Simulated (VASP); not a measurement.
# CuO (Tenorite) (Cc) in VASP: a series of runs, part 2 of 2

VASP 6.6.1. Earlier steps stand in the parts before.

## (4) Relaxation of cell and atoms, LDA

Contents of INCAR:

```
SYSTEM = CuO
PREC = Accurate
ENCUT = 600
EDIFF = 1E-6
ISMEAR = -1
SIGMA = 0.05
LREAL = .FALSE.
LASPH = .TRUE.
NELM = 60
ALGO = Normal
ISIF = 3
LWAVE = .FALSE.
LCHARG = .FALSE.
IBRION = 2
NSW = 80
EDIFFG = -0.01
```

Contents of KPOINTS:

```
regular mesh
0
G
  8 8 4
  0 0 0
```

Contents of POSCAR:

```
CuO
1.0
    2.3446500000     -1.7134000000      0.0000000000
    2.3446500000      1.7134000000      0.0000000000
   -0.8605543552      0.0000000000      5.0594363927
Cu O
2 2
Direct
    0.4968000000      0.0032000000      0.5000000000
    0.0032000000      0.4968000000      0.0000000000
    0.4056000000      0.5714000000      0.7537000000
    0.5714000000      0.4056000000      0.2537000000
```

Potentials or basis: VASP PAW LDA potentials, release 64 (Cu, O).

Run with:

```sh
cat potpaw_LDA.64/Cu/POTCAR potpaw_LDA.64/O/POTCAR > POTCAR
mpirun -np 1 vasp_std > vasp.out
```

OUTCAR:

```text
SYSTEM = CuO
   PREC = Accurate
   ENCUT = 600
   EDIFF = 1E-6
   ISMEAR = -1
   LREAL = .FALSE.
   LASPH = .TRUE.
   NELM = 60
   ISIF = 3
   IBRION = 2
   NSW = 80
   EDIFFG = -0.01

 ion  position               nearest neighbor table
   1  0.497  0.003  0.500-   4 1.91   3 1.93   4 1.98   3 2.02
   2  0.003  0.497  0.000-   3 1.91   4 1.93   3 1.98   4 2.02
   3  0.406  0.571  0.754-   2 1.91   1 1.93   2 1.98   1 2.02
   4  0.571  0.406  0.254-   1 1.91   2 1.93   1 1.98   2 2.02

  LATTYP: Found a base centered monoclinic cell.
 ALAT       =     4.6893000000
 B/A-ratio  =     0.7307700510
 C/A-ratio  =     1.0944277397
 COS(beta)  =    -0.1676807457

  Lattice vectors:

 A1 = (   2.3446500000,  -1.7134000000,   0.0000000000)
 A2 = (   2.3446500000,   1.7134000000,   0.0000000000)
 A3 = (  -0.8605543552,   0.0000000000,   5.0594363927)

Analysis of symmetry for initial positions (statically):
=====================================================================
 Subroutine PRICEL returns:
 Original cell was already a primitive cell.

 Routine SETGRP: Setting up the symmetry group for a
 base centered monoclinic supercell.

 Subroutine GETGRP returns: Found  2 space group operations
 (whereof  1 operations were pure point group operations)
 out of a pool of  4 trial point group operations.

The static configuration has the point symmetry C_1 .
 The point group associated with its full space group is C_1h.

Analysis of symmetry for dynamics (positions and initial velocities):
=====================================================================
 Subroutine PRICEL returns:
 Original cell was already a primitive cell.

 Routine SETGRP: Setting up the symmetry group for a
 base centered monoclinic supercell.

 Subroutine GETGRP returns: Found  2 space group operations
 (whereof  1 operations were pure point group operations)
 out of a pool of  4 trial point group operations.

The dynamic configuration has the point symmetry C_1 .
 The point group associated with its full space group is C_1h.

 Subroutine INISYM returns: Found  2 space group operations
 (whereof  1 operations are pure point group operations),
 and found     1 'primitive' translations

----------------------------------------------------------------------------------------

                                     Primitive cell

  volume of cell :      40.6508

  direct lattice vectors                    reciprocal lattice vectors
     2.344650000 -1.713400000  0.000000000     0.213251445 -0.291817439  0.036271720
     2.344650000  1.713400000  0.000000000     0.213251445  0.291817439  0.036271720
    -0.860554355  0.000000000  5.059436393     0.000000000  0.000000000  0.197650474

  length of vectors
     2.903984019  2.903984019  5.132100000     0.363248171  0.363248171  0.197650474

  position of ions in fractional coordinates (direct lattice)
     0.496800000  0.003200000  0.500000000
     0.003200000  0.496800000  0.000000000
     0.405600000  0.571400000  0.753700000
     0.571400000  0.405600000  0.253700000

  ion indices of the primitive-cell ions
   primitive index   ion index
                 1           1
                 2           2
[... 59 lines left out ...]
   dimension x,y,z NGX =    24 NGY =   24 NGZ =   42
   dimension x,y,z NGXF=    48 NGYF=   48 NGZF=   84
   ions per type =               2   2
   NGX,Y,Z   is equivalent  to a cutoff of  13.74, 13.74, 13.61 a.u.
   NGXF,Y,Z  is equivalent  to a cutoff of  27.48, 27.48, 27.21 a.u.
 SYSTEM =  CuO
   PREC   = accura    normal or accurate (medium, high low for compatibility)
   ISTART =      0    job   : 0-new  1-cont  2-samecut
   ICHARG =      2    charge: 1-file 2-atom 10-const
   ISPIN  =      1    spin polarized calculation?
   LNONCOLLINEAR =      F non collinear calculations
   LSORBIT =      F    spin-orbit coupling
   LASPH  =      T    aspherical Exc in radial PAW
   ENCUT  =  600.0 eV  44.10 Ry    6.64 a.u.   5.80  5.80 10.25*2*pi/ulx,y,z
   NELM   =     60;   NELMIN=  2; NELMDL= -5     # of ELM steps
   EDIFF  = 0.1E-05   stopping-criterion for ELM
   LREAL  =      F    real-space projection
   EDIFFG = -.1E-01   stopping-criterion for IOM
   NSW    =     80    number of steps for IOM
   IBRION =      2    ionic relax: 0-MD 1-quasi-New 2-CG
   NFREE  =      1    steps in history (QN), initial steepest desc. (CG)
   ISIF   =      3    stress and relaxation
   ISYM   =      2    0-nonsym 1-usesym 2-fastsym
   POTIM  = 0.5000    time-step for ionic-motion
   TEBEG  =    0.0;   TEEND  =   0.0 temperature during run
   PSTRESS=    0.0 pullay stress
   NELECT =      34.0000    total number of electrons
   NUPDOWN=      -1.0000    fix difference up-down
   EMIN   =  10.00;   EMAX   =-10.00  energy-range for DOS
   EFERMI =   0.00;   METHOD = LEGACY
   ISMEAR =    -1;   SIGMA  =   0.05  broadening in eV -4-tet -1-fermi 0-gaus
   EFERMI_NEDOS =   21; number of points for ismear=-14 and -15
   IALGO  =     38    algorithm
   IMIX   =      4    mixing-type and parameters
     AMIX     =   0.40;   BMIX     =  1.00
     AMIX_MAG =   1.60;   BMIX_MAG =  1.00
  volume/ion in A,a.u.               =      10.16        68.58
  Fermi-wavevector in a.u.,A,eV,Ry     =   1.542451  2.914811 32.370388  2.379156
  Thomas-Fermi vector in A             =   2.648254
   LORBIT       =      0    0 simple, 1 ext, 2 COOP (PROOUT), +10 PAW based schemes
   GGA     = CA    functional components
   LHFCALC =     F    Hartree Fock is set to
   AEXX    =    0.0000 exact exchange contribution
   IVDW    =     0    specifies the selected vdW correction
   LEPSILON=     F    determine dielectric tensor
   LRPA    =     F    only Hartree local field effects (RPA)
 conjugate gradient relaxation of ions
 non-spin polarized calculation
  energy-cutoff  :      600.00
  volume of cell :       40.65
 maximum number of plane-waves:      1370
   NGX = 11   NGY = 11   NGZ = 21

--------------------------------------- Ionic step        1  -------------------------------------------

 number of electron      33.9999993 magnetization

 Free energy of the ion-electron system (eV)
  ---------------------------------------------------
  ext. energy  EPLUGINS =         0.00000000
  ---------------------------------------------------
  free energy    TOTEN  =       -23.11209143 eV

  energy without entropy =      -23.09468333  energy(sigma->0) =      -23.10338738

------------------------ aborting loop because EDIFF is reached ----------------------------------------

  FORCE on cell =-STRESS in cart. coord.  units (eV):
  Direction    XX          YY          ZZ          XY          YZ          ZX
  --------------------------------------------------------------------------------------
  -------------------------------------------------------------------------------------
  Total       -2.4598684     -1.4329862     -2.9031333      0.0000000      0.0000000     -0.0690838
  in kB      -96.9512783    -56.4785653   -114.4217652      0.0000000      0.0000000     -2.7228134
  external PRESSURE =     -89.2838696 kB  Pullay stress =       0.0000000 kB
[... 95 lines left out ...]
  FREE ENERGIE OF THE ION-ELECTRON SYSTEM (eV)
  ---------------------------------------------------
  free  energy   TOTEN  =       -23.2219160632 eV

  energy  without entropy=      -23.2048945653  energy(sigma->0) =      -23.21340531

[... ionic steps 4 to 32 ...]

--------------------------------------- Ionic step       33  -------------------------------------------

 number of electron      33.9999995 magnetization

------------------------ aborting loop because EDIFF is reached ----------------------------------------
[... 71 lines left out ...]
--------------------------------------- Ionic step       35  -------------------------------------------

 number of electron      33.9999995 magnetization

 Free energy of the ion-electron system (eV)
  ---------------------------------------------------
  ext. energy  EPLUGINS =         0.00000000
  ---------------------------------------------------
  free energy    TOTEN  =       -23.34548040 eV

  energy without entropy =      -23.33108259  energy(sigma->0) =      -23.33828149

 E-fermi :   5.5348     XC(G=0): -12.2579

 val. band max:        5.5250484753   @ k =  -0.2500   0.1250   0.5000
 cond. band min:       5.5408133526   @ k =  -0.1250  -0.1250   0.2500
 fundamental gap:      0.0157648773
 Fermi energy:         5.5347704824

 k-point     1 :       0.0000    0.0000    0.0000
  band No.  band energies     occupation
      1     -14.6355      2.00000
      2     -13.0938      2.00000
      3      -3.3754      2.00000
      4      -0.4843      2.00000
      5      -0.3971      2.00000
      6       1.3413      2.00000
[... 565 lines left out ...]
     20      10.9291      0.00000
     21      14.6766      0.00000

 [... further k-points ...]
[... 5 lines left out ...]
  --------------------------------------------------------------------------------------
  -------------------------------------------------------------------------------------
  Total       -0.0136106      0.0012265      0.0026648      0.0000000      0.0000000     -0.0115001
  in kB       -0.5295066      0.0477164      0.1036728      0.0000000      0.0000000     -0.4473996
  external PRESSURE =      -0.1260392 kB  Pullay stress =       0.0000000 kB
[... 19 lines left out ...]
  FREE ENERGIE OF THE ION-ELECTRON SYSTEM (eV)
  ---------------------------------------------------
  free  energy   TOTEN  =       -23.3454803954 eV

  energy  without entropy=      -23.3310825922  energy(sigma->0) =      -23.33828149

 reached required accuracy - stopping structural energy minimisation
```

OSZICAR:

```text
N       E                     dE             d eps       ncg     rms          rms(c)
DAV:   1     0.317816920152E+03    0.31782E+03   -0.18412E+04  3356   0.290E+03
DAV:   2     0.193080347119E+02   -0.29851E+03   -0.28491E+03  3331   0.466E+02
DAV:   3    -0.270483303310E+02   -0.46356E+02   -0.43812E+02  4492   0.203E+02
[... 330 lines left out ...]
DAV:   1    -0.233455063010E+02   -0.23368E-04   -0.84585E-04  4585   0.523E-01    0.407E-02
DAV:   2    -0.233454873765E+02    0.18924E-04   -0.17179E-04  4267   0.401E-01    0.151E-02
DAV:   3    -0.233454819040E+02    0.54726E-05   -0.28099E-05  4729   0.213E-01    0.963E-03
DAV:   4    -0.233454806552E+02    0.12488E-05   -0.17999E-06  2163   0.491E-02    0.369E-03
DAV:   5    -0.233454803954E+02    0.25975E-06   -0.97438E-07  2227   0.154E-02
  35 F= -.23345480E+02 E0= -.23338281E+02  d E =-.616721E-04
```

CONTCAR:

```text
CuO
   1.00000000000000
     2.0511937545836436   -1.9785168810501954    0.1549329868343658
     2.0511937545836436    1.9785168810501954    0.1549329868343658
    -0.4009209650528909    0.0000000000000000    5.0436007671551168
  Cu              O
     2     2
Direct
     0.4941084884070501    0.9942946637464369    0.5018837401294430
     0.9942946637464369    0.4941084884070502    0.0018837401294430
     0.4929254207636984    0.4956714270828111    0.7518162598705590
     0.4956714270828111    0.4929254207636984    0.2518162598705589

  0.00000000E+00  0.00000000E+00  0.00000000E+00
  0.00000000E+00  0.00000000E+00  0.00000000E+00
  0.00000000E+00  0.00000000E+00  0.00000000E+00
  0.00000000E+00  0.00000000E+00  0.00000000E+00
```

Wall time 8.2 min (1 thread of Intel Xeon 6975P-C (Granite Rapids), shared host); peak memory 0.19 GiB.

Results:

```yaml
Free_energy: -23.3455 eV
Relaxed_volume: 10.30 Å³/atom
Relaxed_cell: a = 2.854 Å, b = 2.854 Å, c = 5.060 Å, α = 90.16°, β = 90.16°, γ = 87.77°
Space_group_after_relaxing_to_0.05_Å: Cccm (No. 66)
Energy_gained_by_relaxing: 58.3 meV/atom
Ionic_steps: 35
Pressure_after_relaxing: 0.0 GPa
Largest_force_after_relaxing: 0.009 eV/Å
Band_gap_on_the_k_mesh: zero (band 17 reaches 6.18 eV, above the bottom of band 18 at 5.01 eV)
```

Forces in eV/Å, atoms in the order of the input:
```
Cu   0.002 -0.002 -0.005
Cu   0.002  0.002 -0.005
O   -0.002 -0.007  0.005
O   -0.002  0.007  0.005
```

Step by step:
| step | energy change (eV) | largest force (eV/Å) | pressure (GPa) | volume (Å³) |
| --- | --- | --- | --- | --- |
| 1 | 0.0000 | 0.7906 | -8.93 | 40.65 |
| 2 | -0.0828 | 0.0397 | 8.63 | 37.41 |
| 3 | -0.1098 | 0.2984 | 2.01 | 38.42 |
| 4 | -0.1215 | 0.1853 | 0.19 | 38.84 |
| 5 | -0.1215 | 0.1826 | 0.22 | 38.83 |
| 6 | -0.1280 | 0.1540 | -0.12 | 39.02 |
| 7 | -0.1430 | 0.0753 | -1.16 | 39.57 |
| 8 | -0.1511 | 0.2271 | -2.72 | 40.65 |
| 9 | -0.1519 | 0.1704 | -2.25 | 40.34 |
| 10 | -0.1550 | 0.1648 | -2.00 | 40.36 |
| 11 | -0.1637 | 0.1493 | -1.36 | 40.39 |
| 12 | -0.1771 | 0.1645 | -0.05 | 40.43 |
| 13 | -0.1875 | 0.2994 | 2.68 | 40.47 |
| 14 | -0.1983 | 0.2560 | 1.77 | 40.73 |
| 15 | -0.2159 | 0.1671 | -0.81 | 41.49 |
| 16 | -0.2168 | 0.1572 | -1.46 | 41.65 |
| 17 | -0.2225 | 0.0887 | -0.91 | 41.50 |
| 18 | -0.2270 | 0.1385 | 1.07 | 41.03 |
| 19 | -0.2277 | 0.0989 | 0.39 | 41.16 |
| 20 | -0.2297 | 0.0588 | 0.07 | 41.20 |
| 21 | -0.2305 | 0.0693 | -0.42 | 41.24 |
| 22 | -0.2310 | 0.0533 | 0.04 | 41.14 |
| 23 | -0.2311 | 0.0396 | 0.35 | 41.06 |
| 24 | -0.2314 | 0.0199 | 0.04 | 41.12 |
| 25 | -0.2315 | 0.0180 | -0.01 | 41.14 |
| 26 | -0.2318 | 0.0133 | -0.04 | 41.16 |
| 27 | -0.2324 | 0.0240 | -0.17 | 41.23 |
| 28 | -0.2325 | 0.0355 | -0.15 | 41.26 |
| 29 | -0.2327 | 0.0174 | -0.17 | 41.24 |
| 30 | -0.2329 | 0.0332 | 0.02 | 41.20 |
| 31 | -0.2331 | 0.0295 | 0.08 | 41.19 |
| 32 | -0.2333 | 0.0202 | 0.20 | 41.14 |
| 33 | -0.2334 | 0.0067 | -0.20 | 41.21 |
| 34 | -0.2334 | 0.0062 | -0.14 | 41.19 |
| 35 | -0.2334 | 0.0089 | -0.01 | 41.18 |

Final structure:
```
CELL_PARAMETERS angstrom
2.05119 -1.97852 0.15493
2.05119 1.97852 0.15493
-0.40092 0.00000 5.04360
ATOMIC_POSITIONS crystal
Cu 0.49411 0.99429 0.50188
Cu 0.99429 0.49411 0.00188
O 0.49293 0.49567 0.75182
O 0.49567 0.49293 0.25182
```

Levels at points of the mesh, in eV from the Fermi level:
```csv
k point,band 13,band 14,band 15,band 16,band 17,band 18,band 19,band 20,band 21
"(0.00, 0.00, 0.00)",-2.65,-2.63,-2.53,-2.12,0.64,0.74,1.62,6.13,7.52
"(0.50, 0.00, 0.00)",-2.47,-2.09,-1.74,-1.65,0.22,0.45,3.38,6.08,6.75
"(0.50, 0.50, 0.00)",-2.57,-2.56,-1.70,-1.31,-1.28,1.20,1.78,7.10,9.73
"(0.00, 0.00, 0.50)",-2.52,-2.52,-1.69,-1.69,0.05,0.05,3.66,3.66,11.80
"(0.50, 0.00, 0.50)",-2.62,-2.60,-2.21,-1.99,-0.13,0.70,4.14,6.06,8.33
"(0.50, 0.50, 0.50)",-2.14,-2.14,-1.55,-1.55,-0.52,-0.52,3.77,3.77,10.85
```

Caveat: semilocal functionals often make such compounds metallic where correlation or magnetic order opens a gap, which also shifts bond lengths. With open d or f shells a metallic result of LDA can be an artefact of self-interaction; +U or a hybrid may open a gap.

## (5) Summary

```csv
level,potentials or basis,gap on the mesh (eV),pressure (GPa),relaxed volume (Å³/atom),largest force (eV/Å)
PBE,"VASP PAW PBE potentials, release 64 (Cu, O)",none,0.0,11.19,0.01
PBEsol,"VASP PAW PBE potentials, release 64 (Cu, O)",none,0.0,10.67,0.01
LDA,"VASP PAW LDA potentials, release 64 (Cu, O)",none,0.0,10.30,0.01
```

Alike in all rows: task relaxation of cell and atoms; no spin polarisation; cell relaxed; k mesh 8 × 8 × 4; cutoff (eV) 600; smearing fermi-dirac 0.05 eV.

Caveats: semilocal functionals often make such compounds metallic where correlation or magnetic order opens a gap, which also shifts bond lengths; the volume moved by +10 % from the deposited cell, more than functionals usually miss (some runs); the PAW data sets were made with another functional, which shifts forces and pressure a little (some runs).

Total energies depend on the potentials used, so only differences within one code and one set of settings carry meaning.
